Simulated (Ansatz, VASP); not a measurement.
**One calculation of Si16B, two programs**

```
Si B
1.0
     0.00000    5.43000    5.43000
     5.43000    0.00000    5.43000
     5.43000    5.43000    0.00000
Si B
16 1
Direct
  0.99870 0.00126 0.00169
  0.12640 0.12447 0.12360
  0.99824 0.00310 0.49573
  0.12847 0.11681 0.62621
  0.99825 0.49702 0.00262
  0.12668 0.62475 0.12246
  0.99570 0.50036 0.50701
  0.12865 0.62922 0.62824
  0.50256 0.99933 0.99677
  0.62592 0.12460 0.12422
  0.50287 0.00279 0.49624
  0.62632 0.12639 0.62100
  0.50248 0.49699 0.00274
  0.62581 0.62340 0.12531
  0.50248 0.49811 0.49715
  0.61305 0.62929 0.62890
  0.23566 0.75388 0.76716
```

Alike in both runs: functional PBE; dispersion D3(BJ); k mesh 2 × 2 × 2; occupations fermi-dirac, width 0.02 eV; collinear spin.

Ansatz relaxed the structure, and its values are those at the end. VASP's run is a single point on that final structure, the one shown.

```csv
,VASP,Ansatz
version,VASP 6.6.1,Ansatz 0.2.0
potentials or method,"VASP PAW PBE potentials, release 64 (Si, B), cutoff 520 eV","scalar-relativistic, plane waves, PAW"
valence electrons in the cell,67,67
```

```csv
,VASP,Ansatz,Ansatz less VASP
rms of the force components (eV/Å),0.010,0.010,-0.0005
net moment per atom (μB),0.00,0.00,0.000
```

Ansatz's warnings: filled band counts differ across k points, seeded moment not kept.

The k mesh is coarse, so the values compare programs but aren't converged.
